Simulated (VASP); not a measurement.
# VN (Fm-3m) in VASP: notebook

Aim: see how the results for VN move with the level of theory and the settings. Levels: PBE, revPBE. Tasks: single point.

Everything below comes from runs of VASP 6.6.1. Logs are shortened: lines on timing, memory, paths and dates and some standing lists are left out, and cuts for length are marked.

### Step 1. The cell of the first run

It takes space group Fm-3m (No. 225, cubic). Conventional cell: a = 4.125 Å, b = 4.125 Å, c = 4.125 Å, α = 90.00°, β = 90.00°, γ = 90.00°. V (site symmetry m-3m) has 6 N at 2.06 Å within 2.7 Å. Within 2.7 Å of N (site symmetry m-3m) lie 6 V at 2.06 Å.

### Step 2. Single point, PBE, collinear spin, ferromagnetic start

INCAR

```
SYSTEM = VN
PREC     = Accurate       ! precision mode
ENCUT    = 600            ! plane-wave cutoff, eV
EDIFF    = 1E-6           ! SCF threshold, eV
ISMEAR   = 0              ! smearing method
SIGMA    = 0.1            ! smearing width, eV
LREAL    = .FALSE.        ! projectors in reciprocal space
LASPH    = .TRUE.         ! aspherical terms in the spheres
NELM     = 200            ! most SCF steps
ALGO     = Normal         ! electronic algorithm
ISIF     = 2              ! what is computed and relaxed
LWAVE    = .FALSE.        ! write WAVECAR
LCHARG   = .FALSE.        ! write CHGCAR
ISPIN    = 2              ! spin polarisation
MAGMOM   = 0.3 0          ! initial moments
LORBIT   = 11             ! projections on sites
LMAXMIX  = 4              ! l up to which the mixer works
GGA      = PE             ! functional
NBANDS   = 20             ! bands
NELECT   = 17.5         
GGA_COMPAT= .FALSE.
```

KPOINTS

```
Automatic mesh
0
G
  6 6 6
  0 0 0
```

POSCAR

```
VN
1.0
    0.0000000000      2.0624650000      2.0624650000
    2.0624650000      0.0000000000      2.0624650000
    2.0624650000      2.0624650000      0.0000000000
V N
1 1
Direct
    0.0000000000      0.0000000000      0.0000000000
    0.5000000000      0.5000000000      0.5000000000
```

Potentials or basis: VASP PAW PBE potentials, release 64 (V_sv, N).

Run with:

```sh
$ cat potpaw_PBE.64/V_sv/POTCAR potpaw_PBE.64/N/POTCAR > POTCAR
$ mpirun -np 1 vasp_std > vasp.out
```

OUTCAR:

```text
SYSTEM = VN
   PREC = Accurate
   ENCUT = 600
   EDIFF = 1E-6
   ISMEAR = 0
   LREAL = .FALSE.
   LASPH = .TRUE.
   NELM = 200
   ISIF = 2
   ISPIN = 2
   LORBIT = 11
   GGA = PE
   NELECT = 17.5

 ion  position               nearest neighbor table
   1  0.000  0.000  0.000-   2 2.06   2 2.06   2 2.06   2 2.06   2 2.06   2 2.06
   2  0.500  0.500  0.500-   1 2.06   1 2.06   1 2.06   1 2.06   1 2.06   1 2.06

  LATTYP: Found a face centered cubic cell.
 ALAT       =     4.1249300000

  Lattice vectors:

 A1 = (   0.0000000000,   2.0624650000,   2.0624650000)
 A2 = (   2.0624650000,   0.0000000000,   2.0624650000)
 A3 = (   2.0624650000,   2.0624650000,   0.0000000000)

Analysis of symmetry for initial positions (statically):
=====================================================================
 Subroutine PRICEL returns:
 Original cell was already a primitive cell.

 Routine SETGRP: Setting up the symmetry group for a
 face centered cubic supercell.

 Subroutine GETGRP returns: Found 48 space group operations
 (whereof 48 operations were pure point group operations)
 out of a pool of 48 trial point group operations.

The static configuration has the point symmetry O_h .

Analysis of symmetry for dynamics (positions and initial velocities):
=====================================================================
 Subroutine PRICEL returns:
 Original cell was already a primitive cell.

 Routine SETGRP: Setting up the symmetry group for a
 face centered cubic supercell.

 Subroutine GETGRP returns: Found 48 space group operations
 (whereof 48 operations were pure point group operations)
 out of a pool of 48 trial point group operations.

The dynamic configuration has the point symmetry O_h .

Analysis of structural, dynamic, and magnetic symmetry:
=====================================================================
 Subroutine PRICEL returns:
 Original cell was already a primitive cell.

 Routine SETGRP: Setting up the symmetry group for a
 face centered cubic supercell.

 Subroutine GETGRP returns: Found 48 space group operations
 (whereof 48 operations were pure point group operations)
 out of a pool of 48 trial point group operations.

The overall configuration has the point symmetry O_h .

 Subroutine INISYM returns: Found 48 space group operations
 (whereof 48 operations are pure point group operations),
 and found     1 'primitive' translations

----------------------------------------------------------------------------------------

                                     Primitive cell

  volume of cell :      17.5465

  direct lattice vectors                    reciprocal lattice vectors
     0.000000000  2.062465000  2.062465000    -0.242428356  0.242428356  0.242428356
     2.062465000  0.000000000  2.062465000     0.242428356 -0.242428356  0.242428356
     2.062465000  2.062465000  0.000000000     0.242428356  0.242428356 -0.242428356

  length of vectors
     2.916765975  2.916765975  2.916765975     0.419898230  0.419898230  0.419898230

  position of ions in fractional coordinates (direct lattice)
     0.000000000  0.000000000  0.000000000
     0.500000000  0.500000000  0.500000000

  ion indices of the primitive-cell ions
   primitive index   ion index
                 1           1
                 2           2

----------------------------------------------------------------------------------------

 KPOINTS: Automatic mesh

Automatic generation of k-mesh.
 Grid dimensions read from file:
 generate k-points for:    6    6    6

 Generating k-lattice:

  Cartesian coordinates                     Fractional coordinates (reciprocal lattice)
    -0.040404726  0.040404726  0.040404726     0.166666667  0.000000000  0.000000000
     0.040404726 -0.040404726  0.040404726     0.000000000  0.166666667  0.000000000
     0.040404726  0.040404726 -0.040404726     0.000000000  0.000000000  0.166666667

  Length of vectors
     0.069983038  0.069983038  0.069983038

  Shift w.r.t. Gamma in fractional coordinates (k-lattice)
     0.000000000  0.000000000  0.000000000

 Subroutine IBZKPT returns following result:
 ===========================================

 Found     16 irreducible k-points:

 Following reciprocal coordinates:
            Coordinates               Weight
  0.000000  0.000000  0.000000      1.000000
  0.166667  0.000000  0.000000      8.000000
  0.333333  0.000000  0.000000      8.000000
  0.500000  0.000000  0.000000      4.000000
  0.166667  0.166667  0.000000      6.000000
  0.333333  0.166667  0.000000     24.000000
[... 8 lines left out ...]
 -0.333333  0.333333  0.166667     24.000000
 -0.333333  0.500000  0.166667     12.000000
   k-points           NKPTS =     16   k-points in BZ     NKDIM =     16   number of bands    NBANDS=     20
   number of dos      NEDOS =    301   number of ions     NIONS =      2
   total plane-waves  NPLWV =  13824
   dimension x,y,z NGX =    24 NGY =   24 NGZ =   24
   dimension x,y,z NGXF=    48 NGYF=   48 NGZF=   48
   ions per type =               1   1
   NGX,Y,Z   is equivalent  to a cutoff of  13.68, 13.68, 13.68 a.u.
   NGXF,Y,Z  is equivalent  to a cutoff of  27.36, 27.36, 27.36 a.u.
 SYSTEM =  VN
   PREC   = accura    normal or accurate (medium, high low for compatibility)
   ISTART =      0    job   : 0-new  1-cont  2-samecut
   ICHARG =      2    charge: 1-file 2-atom 10-const
   ISPIN  =      2    spin polarized calculation?
   LNONCOLLINEAR =      F non collinear calculations
   LSORBIT =      F    spin-orbit coupling
   LASPH  =      T    aspherical Exc in radial PAW
   ENCUT  =  600.0 eV  44.10 Ry    6.64 a.u.   5.83  5.83  5.83*2*pi/ulx,y,z
   NELM   =    200;   NELMIN=  2; NELMDL= -5     # of ELM steps
   EDIFF  = 0.1E-05   stopping-criterion for ELM
   LREAL  =      F    real-space projection
   EDIFFG = 0.1E-04   stopping-criterion for IOM
   NSW    =      0    number of steps for IOM
   IBRION =     -1    ionic relax: 0-MD 1-quasi-New 2-CG
   NFREE  =      0    steps in history (QN), initial steepest desc. (CG)
   ISIF   =      2    stress and relaxation
   ISYM   =      2    0-nonsym 1-usesym 2-fastsym
   POTIM  = 0.5000    time-step for ionic-motion
   TEBEG  =    0.0;   TEEND  =   0.0 temperature during run
   PSTRESS=    0.0 pullay stress
   NELECT =      17.5000    total number of electrons
   NUPDOWN=      -1.0000    fix difference up-down
   EMIN   =  10.00;   EMAX   =-10.00  energy-range for DOS
   EFERMI =   0.00;   METHOD = LEGACY
   ISMEAR =     0;   SIGMA  =   0.10  broadening in eV -4-tet -1-fermi 0-gaus
   EFERMI_NEDOS =   21; number of points for ismear=-14 and -15
   IALGO  =     38    algorithm
   IMIX   =      4    mixing-type and parameters
     AMIX     =   0.40;   BMIX     =  1.00
     AMIX_MAG =   1.60;   BMIX_MAG =  1.00
  volume/ion in A,a.u.               =       8.77        59.20
  Fermi-wavevector in a.u.,A,eV,Ry     =   1.635652  3.090934 36.400451  2.675358
  Thomas-Fermi vector in A             =   2.727089
   LORBIT       =     11    0 simple, 1 ext, 2 COOP (PROOUT), +10 PAW based schemes
   GGA     = PE    functional components
   LHFCALC =     F    Hartree Fock is set to
   AEXX    =    0.0000 exact exchange contribution
   IVDW    =     0    specifies the selected vdW correction
   LEPSILON=     F    determine dielectric tensor
   LRPA    =     F    only Hartree local field effects (RPA)
 spin polarized calculation
 Gauss-broadening in eV      SIGMA  =   0.10
  energy-cutoff  :      600.00
  volume of cell :       17.55
 maximum number of plane-waves:       596
   NGX = 11   NGY = 11   NGZ = 11

 number of electron      17.5000004 magnetization       0.0313279

 Free energy of the ion-electron system (eV)
  ---------------------------------------------------
  ext. energy  EPLUGINS =         0.00000000
  ---------------------------------------------------
  free energy    TOTEN  =       -25.09140230 eV

  energy without entropy =      -25.08049177  energy(sigma->0) =      -25.08594704

 E-fermi :  11.2776     XC(G=0): -13.3778

 val. band max:       11.2674789158   @ k =   0.5000   0.1667   0.0000
 cond. band min:      11.2908546836   @ k =  -0.3333   0.3333   0.0000
 fundamental gap:      0.0233757678
 Fermi energy:        11.2776135100

 spin component 1

 k-point     1 :       0.0000    0.0000    0.0000
  band No.  band energies     occupation
      1     -54.2878      1.00000
      2     -27.8943      1.00000
      3     -27.8943      1.00000
      4     -27.8943      1.00000
      5      -5.8946      1.00000
      6       9.7519      1.00000
[... 12 lines left out ...]
     19      39.4300      0.00000
     20      39.4300      0.00000
[... 323 lines left out ...]
 k-point    16 :      -0.3333    0.5000    0.1667
  band No.  band energies     occupation
      1     -54.1983      1.00000
      2     -28.2192      1.00000
      3     -28.1025      1.00000
      4     -28.0510      1.00000
      5      -3.8374      1.00000
      6       5.5343      1.00000
[... 12 lines left out ...]
     19      36.0347      0.00000
     20      41.8009      0.00000
 Fermi energy:        11.2776135100

 spin component 2

 k-point     1 :       0.0000    0.0000    0.0000
  band No.  band energies     occupation
      1     -54.2568      1.00000
      2     -27.8636      1.00000
      3     -27.8636      1.00000
      4     -27.8636      1.00000
      5      -5.8917      1.00000
      6       9.7519      1.00000
[... 12 lines left out ...]
     19      39.4397      0.00000
     20      39.4397      0.00000
[... 323 lines left out ...]
 k-point    16 :      -0.3333    0.5000    0.1667
  band No.  band energies     occupation
      1     -54.1672      1.00000
      2     -28.1889      1.00000
      3     -28.0720      1.00000
      4     -28.0205      1.00000
      5      -3.8359      1.00000
      6       5.5409      1.00000
[... 12 lines left out ...]
     19      36.0450      0.00000
     20      41.8047      0.00000

------------------------ aborting loop because EDIFF is reached ----------------------------------------

  FORCE on cell =-STRESS in cart. coord.  units (eV):
  Direction    XX          YY          ZZ          XY          YZ          ZX
  --------------------------------------------------------------------------------------
  -------------------------------------------------------------------------------------
  Total       -7.7105764     -7.7105764     -7.7105764      0.0000000      0.0000000     -0.0000000
  in kB     -704.0567579   -704.0567579   -704.0567579      0.0000000      0.0000000     -0.0000000
  external PRESSURE =    -704.0567579 kB  Pullay stress =       0.0000000 kB

 VOLUME and BASIS-vectors are now :
 -----------------------------------------------------------------------------
  energy-cutoff  :      600.00
  volume of cell :       17.55
      direct lattice vectors                 reciprocal lattice vectors
     0.000000000  2.062465000  2.062465000    -0.242428356  0.242428356  0.242428356
     2.062465000  0.000000000  2.062465000     0.242428356 -0.242428356  0.242428356
     2.062465000  2.062465000  0.000000000     0.242428356  0.242428356 -0.242428356

 POSITION                                       TOTAL-FORCE (eV/Angst)
 -----------------------------------------------------------------------------------
      0.00000      0.00000      0.00000         0.000000      0.000000     -0.000000
      2.06246      2.06246      2.06246        -0.000000     -0.000000      0.000000
 -----------------------------------------------------------------------------------
    total drift:                                0.000000     -0.000000     -0.000000

  FREE ENERGIE OF THE ION-ELECTRON SYSTEM (eV)
  ---------------------------------------------------
  free  energy   TOTEN  =       -25.0914023047 eV

  energy  without entropy=      -25.0804917732  energy(sigma->0) =      -25.08594704

 total charge

# of ion       s       p       d       tot
------------------------------------------
    1        2.232   6.264   2.872  11.369
    2        1.243   2.416   0.000   3.659
--------------------------------------------------
tot          3.475   8.681   2.872  15.028

 magnetization (x)

# of ion       s       p       d       tot
------------------------------------------
    1        0.000   0.000   0.028   0.029
    2        0.000  -0.001   0.000  -0.000
--------------------------------------------------
tot          0.000  -0.000   0.028   0.028
```

Run time: 13 s. Hardware: 1 thread of Intel Xeon Platinum 8488C (Sapphire Rapids), shared host; peak memory 0.15 GiB.

What came out:

```yaml
Free_energy: -25.0914 eV
Net_moment: 0.03 μB per cell
Site_moments: V +0.03; N -0.00 μB
Valence_electrons_inside_the_program's_atomic_spheres: V 11.37; N 3.66
```

Levels at points of the mesh, in eV from the Fermi level:
Spin up:
| k point | band 5 | band 6 | band 7 | band 8 | band 9 | band 10 | band 11 | band 12 | band 13 | band 14 |
| --- | --- | --- | --- | --- | --- | --- | --- | --- | --- | --- |
| (0.00, 0.00, 0.00) | -17.17 | -1.53 | -1.53 | -1.53 | -1.23 | -1.23 | -1.23 | -0.30 | -0.30 | 6.79 |
| (0.50, 0.00, 0.00) | -14.54 | -8.09 | -5.49 | -5.49 | 0.70 | 0.70 | 1.65 | 5.15 | 5.15 | 7.20 |
| (0.50, 0.50, 0.00) | -15.44 | -5.87 | -3.30 | -2.93 | -2.93 | 0.59 | 1.27 | 1.27 | 2.72 | 11.12 |
Spin down:
```tsv
k point	band 6	band 7	band 8	band 9	band 10	band 11	band 12	band 13
(0.00, 0.00, 0.00)	-1.53	-1.53	-1.53	-1.20	-1.20	-1.20	-0.28	-0.28
(0.50, 0.00, 0.00)	-8.08	-5.48	-5.48	0.74	0.74	1.68	5.16	5.16
(0.50, 0.50, 0.00)	-5.87	-3.27	-2.93	-2.93	0.62	1.31	1.31	2.74
```

Caveat: the k points lie up to 0.44 Å⁻¹ apart; the cell carries a net charge on a neutralising background, which shifts energy and pressure; the cell is charged against a uniform background, so pressure and absolute levels hang on convention.

### Step 3. Single point, revPBE, collinear spin, ferromagnetic start

INCAR

```
ALGO     = Normal         # electronic algorithm
EDIFF    = 1E-6           # SCF threshold, eV
ENCUT    = 600            # plane-wave cutoff, eV
GGA      = RE             # functional
GGA_COMPAT= False        
ISIF     = 2              # what is computed and relaxed
ISMEAR   = 0              # smearing method
ISPIN    = 2              # spin polarisation
LASPH    = True           # aspherical terms in the spheres
LCHARG   = False          # write CHGCAR
LMAXMIX  = 4              # l up to which the mixer works
LORBIT   = 11             # projections on sites
LREAL    = False          # projectors in reciprocal space
LWAVE    = False          # write WAVECAR
MAGMOM   = 0.3 0          # initial moments
NBANDS   = 20             # bands
NELM     = 200            # most SCF steps
PREC     = Accurate       # precision mode
SIGMA    = 0.1            # smearing width, eV
```

KPOINTS

```
k-points
0
Gamma
  6 6 6
```

POSCAR is that of step 2.

Potentials or basis: VASP PAW PBE potentials, release 64 (V_sv, N).

Run with:

```sh
$ cat potpaw_PBE.64/V_sv/POTCAR potpaw_PBE.64/N/POTCAR > POTCAR
$ mpirun -np 1 vasp_std > vasp.out
```

Run time: 15 s. Hardware: 1 thread of Intel Xeon Platinum 8488C (Sapphire Rapids), shared host; peak memory 0.15 GiB.

The run converged. Its results:

```
Free energy                                           : -18.4379 eV
Pressure                                              : 4.1 GPa
Net moment                                            : 0.34 μB per cell
Site moments                                          : V +0.34; N -0.01 μB
Valence electrons inside the program's atomic spheres : V 11.66; N 3.75
```

Levels at points of the mesh, in eV from the Fermi level:
Spin up:
| k point | band 5 | band 6 | band 7 | band 8 | band 9 | band 10 | band 11 | band 12 | band 13 | band 14 |
| --- | --- | --- | --- | --- | --- | --- | --- | --- | --- | --- |
| (0.00, 0.00, 0.00) | -18.05 | -2.26 | -2.26 | -2.26 | -1.70 | -1.70 | -1.70 | -0.56 | -0.56 | 5.85 |
| (0.50, 0.00, 0.00) | -15.36 | -8.95 | -6.13 | -6.13 | 0.40 | 0.40 | 1.29 | 4.91 | 4.91 | 6.15 |
| (0.50, 0.50, 0.00) | -16.26 | -6.72 | -3.95 | -3.70 | -3.70 | 0.41 | 1.00 | 1.00 | 2.57 | 10.30 |
Spin down:
```
           k point  band 6  band 7  band 8  band 9  band 10  band 11  band 12  band 13
(0.00, 0.00, 0.00)   -2.28   -2.28   -2.28   -1.34    -1.34    -1.34    -0.35    -0.35
(0.50, 0.00, 0.00)   -8.86   -6.06   -6.06    0.79     0.79     1.62     5.05     5.05
(0.50, 0.50, 0.00)   -6.68   -3.70   -3.70   -3.65     0.62     1.43     1.43     2.77
```

Caveat: the k points lie up to 0.44 Å⁻¹ apart; the PAW data sets were made with another functional, which shifts forces and pressure a little. With open d or f shells a metallic result of revPBE can be an artefact of self-interaction; +U or a hybrid may open a gap.
